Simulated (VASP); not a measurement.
The system is CaO.

```
CELL_PARAMETERS angstrom
3.31994 0.00000 0.00000
-1.65997 2.87515 0.00000
0.00000 0.00000 5.81431
ATOMIC_POSITIONS crystal
Ca 0.00000 0.00000 0.00000
Ca 0.00000 0.00000 0.50000
O 0.33333 0.66667 0.25000
O 0.66667 0.33333 0.75000
```

Base run:

* Program: VASP 6.6.1
* Functional: PBE
* Potentials or basis: VASP PAW PBE potentials, release 64 (Ca_sv, O)
* Cutoff: 520 eV
* k mesh: 12 × 12 × 4
* Occupations: gaussian, width 0.01 eV
* Spin: no spin polarisation

Its results: band gap on the k mesh 3.83 eV; pressure 3.3 GPa.

Problem. The run is repeated on the same cell with these changes: functional from PBE to LDA; potentials or basis from VASP PAW PBE potentials, release 64 (Ca_sv, O) to VASP PAW LDA potentials, release 64 (Ca_sv, O). What comes out?

Solution. Band gap on the k mesh 3.66 eV; pressure -5.2 GPa.

Caveats: the cell stands under pressure (at least some runs); the cell stands under tension (at least some runs).

A k mesh can miss the band edges.
